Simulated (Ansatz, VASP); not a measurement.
# One calculation of IrS, two programs

File INCAR:

```
PREC = Accurate ; ENCUT = 560
EDIFF = 1E-6 ; ISMEAR = 0
SIGMA = 0.05 ; LREAL = F
LASPH = T ; NELM = 120
ALGO = Normal ; ISIF = 2
LWAVE = F ; LCHARG = F
GGA = PS ; NBANDS = 18
GGA_COMPAT = F
```

File KPOINTS:

```
regular mesh
0
Gamma
  10 10 10
```

The input POSCAR:

```
IrS
1.0
    0.0000000000      2.4426881431      2.4426881431
    2.4426881431      0.0000000000      2.4426881431
    2.4426881431      2.4426881431      0.0000000000
Ir S
1 1
Direct
    0.5000000000      0.5000000000      0.5000000000
    0.0000000000      0.0000000000      0.0000000000
```

Input for Ansatz:

```yaml
crystal:
  lattice:
    - [0.0, 2.4426881431, 2.4426881431]
    - [2.4426881431, 0.0, 2.4426881431]
    - [2.4426881431, 2.4426881431, 0.0]
  atoms:
    - { symbol: Ir, position: [0.5, 0.5, 0.5] }
    - { symbol: S, position: [0.0, 0.0, 0.0] }
basis:
  ecutwfc: 420
  ecutrho_ratio: 4
kpoints:
  mp_grid: { grid: [10, 10, 10] }
hamiltonian:
  xc: pbesol
scf:
  occupations: { method: gaussian, width: 0.05 }
output:
  forces: true
  stress: true
  eigenvalues: true
```

Alike in both runs: task single point; functional PBEsol; k mesh 10 × 10 × 10; occupations gaussian, width 0.05 eV; no spin polarisation.

|  | VASP | Ansatz |
| --- | --- | --- |
| version | VASP 6.6.1 | Ansatz 0.2.0 |
| potentials or method | VASP PAW PBE potentials, release 64 (Ir_sv_GW, S), cutoff 560 eV | scalar-relativistic, plane waves, PAW |
| valence electrons in the cell | 23 | 23 |

|  | VASP | Ansatz | Ansatz less VASP |
| --- | --- | --- | --- |
| gap on the k mesh at the Fermi level (eV) | none | none | - |
| pressure (GPa) | -1.6 | -0.9 | +0.76 |

VASP's potentials were made for PBE, not for PBEsol. A gap of «none» marks a metal or a gap that the smearing closes.

Spin-orbit coupling is off throughout.
